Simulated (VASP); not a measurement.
Here is a VASP 6.6.1 calculation.

Contents of INCAR:

```
ALGO = Normal
EDIFF = 1E-7
ENCUT = 520
GGA = PE
ISIF = 2
ISMEAR = -1
IVDW = 13
LASPH = True
LCHARG = False
LREAL = False
LWAVE = False
NBANDS = 13
NELM = 100
PREC = Accurate
SIGMA = 0.05
```

Contents of KPOINTS:

```
k-points
0
Gamma
  9 9 9
```

Contents of POSCAR:

```
Pb
1.0
    0.0000000000      2.5235621278      2.5235621278
    2.5235621278      0.0000000000      2.5235621278
    2.5235621278      2.5235621278      0.0000000000
Pb
1
Direct
    0.0000000000      0.0000000000      0.0000000000
```

Potentials or basis: VASP PAW PBE potentials, release 64 (Pb_d).

Launch:

```sh
$ cat potpaw_PBE.64/Pb_d/POTCAR > POTCAR
$ mpirun -np 1 vasp_std > vasp.out
```

Question: What does it give for the pressure?

Answer: -2.3 GPa.

Question: Predict the dispersion energy per atom.

Answer: -0.407 eV.

Question: Estimate the band gap on the k mesh.

Answer: Zero (band 7 reaches 13.61 eV, above the bottom of band 8 at 5.22 eV).

Caveat: spin-orbit coupling is left out, which moves the levels of the heavy elements; pairwise dispersion overbinds metals, which lowers pressure and volume.
